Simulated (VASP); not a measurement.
Wanted: the native input for a VASP 6.6.1 run.

| Item | Value |
| --- | --- |
| Task | single point |
| Functional | PBE |
| Potentials or basis | VASP PAW PBE potentials, release 64 (S, Au) |
| Cutoff | 520 eV |
| k mesh | 8 × 8 × 8 |
| Occupations | gaussian, width 0.02 eV |
| Spin | no spin polarisation |
| Dipole correction | no |
| Further INCAR settings | ALGO = Normal; EDIFF = 1e-06; NBANDS = 33 |

The structure of Au4S lies in POSCAR:

```
Au4S
1.0
    4.6891888225      0.0000000000      0.0000000000
    0.0000000000      4.6891888225      0.0000000000
    0.0000000000      0.0000000000      4.6891888225
S Au
1 4
Direct
    0.0000000000      0.0000000000      0.0000000000
    0.2909716799      0.2909716799      0.2909716799
    0.7090283201      0.7090283201      0.2909716799
    0.7090283201      0.2909716799      0.7090283201
    0.2909716799      0.7090283201      0.7090283201
```

One way to write it, as run:

INCAR

```
SYSTEM = Au4S
PREC = Accurate
ENCUT = 520
EDIFF = 1E-6
ISMEAR = 0
SIGMA = 0.02
LREAL = .False.
LASPH = .True.
NELM = 100
ALGO = Normal
ISIF = 2
LWAVE = .False.
LCHARG = .False.
GGA = PE
NBANDS = 33
```

KPOINTS

```
Automatic mesh
0
Gamma
  8 8 8
  0 0 0
```

Potentials or basis: VASP PAW PBE potentials, release 64 (S, Au).

The run is started by

```console
$ cat potpaw_PBE.64/S/POTCAR potpaw_PBE.64/Au/POTCAR > POTCAR
$ mpirun -np 1 vasp_std > vasp.out
```

Results of the run:

The pressure is -0.2 GPa and the largest force is 0.004 eV/Å. The band gap on the k mesh is 0.34 eV, indirect (least direct gap 0.54 eV).

Caveat: spin-orbit coupling is left out, which moves the levels of the heavy elements.

It took 2.6 min on 1 thread of Oxide Virtual Turin-like Processor, on a shared host, peak memory 0.22 GiB.
